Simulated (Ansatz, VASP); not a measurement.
**Zr2TiC3 in VASP and in Ansatz**

INCAR

```
PREC = Accurate
ENCUT = 520
EDIFF = 1E-7
ISMEAR = 0
SIGMA = 0.1
LREAL = F
LASPH = T
NELM = 60
ALGO = Normal
ISIF = 2
LWAVE = F
LCHARG = T
GGA = PE
LELF = T
LVHAR = T
NBANDS = 33
```

KPOINTS

```
regular mesh
0
Gamma
  8 8 8
```

Contents of POSCAR:

```
Zr2TiC3
1.0
   -1.6308649000      1.6308649000      6.8758146000
    1.6308649000     -1.6308649000      6.8758146000
    1.6308649000      1.6308649000     -6.8758146000
Zr Ti C
2 1 3
Direct
    0.8365370000      0.8365370000      0.0000000000
    0.1634630000      0.1634630000      0.0000000000
    0.5000000000      0.5000000000      0.0000000000
    0.6612400000      0.6612400000      0.0000000000
    0.3387600000      0.3387600000      0.0000000000
    0.0000000000      0.0000000000      0.0000000000
```

Input for Ansatz:

```yaml
crystal:
  lattice:
    - [-1.6308649, 1.6308649, 6.8758146]
    - [1.6308649, -1.6308649, 6.8758146]
    - [1.6308649, 1.6308649, -6.8758146]
  atoms:
    - { symbol: Zr, position: [0.836537, 0.836537, 0.0] }
    - { symbol: Zr, position: [0.163463, 0.163463, 0.0] }
    - { symbol: Ti, position: [0.5, 0.5, 0.0] }
    - { symbol: C, position: [0.66124, 0.66124, 0.0] }
    - { symbol: C, position: [0.33876, 0.33876, 0.0] }
    - { symbol: C, position: [0.0, 0.0, 0.0] }
basis:
  ecutwfc: 420
kpoints:
  mp_grid: { grid: [8, 8, 8] }
hamiltonian:
  xc: pbe
scf:
  occupations: { method: gaussian, width: 0.1 }
  lower_state_search: "off"
output:
  forces: true
  stress: true
  eigenvalues: true
```

Alike in both runs: task single point; functional PBE; k mesh 8 × 8 × 8; occupations gaussian, width 0.1 eV; no spin polarisation.

|  | VASP | Ansatz |
| --- | --- | --- |
| version | VASP 6.6.1 | Ansatz 0.2.0 |
| potentials or method | VASP PAW PBE potentials, release 64 (Zr_sv, Ti_sv, C), cutoff 520 eV | scalar-relativistic, plane waves, PAW |
| valence electrons in the cell | 48 | 48 |

```csv
,VASP,Ansatz,Ansatz less VASP
gap on the k mesh at the Fermi level (eV),none,none,-
pressure (GPa),0.2,0.0,-0.26
"traceless stress, the component that is largest in VASP (GPa)",-0.03,-0.05,-0.023
rms of the force components (eV/Å),0.004,0.004,+0.0009
```

Atom by atom the forces differ by 0.002 eV/Å (rms over components). A gap of «none» marks a metal or a gap that the smearing closes. The functional is the same, so the differences come from potentials, cutoffs and numerics.
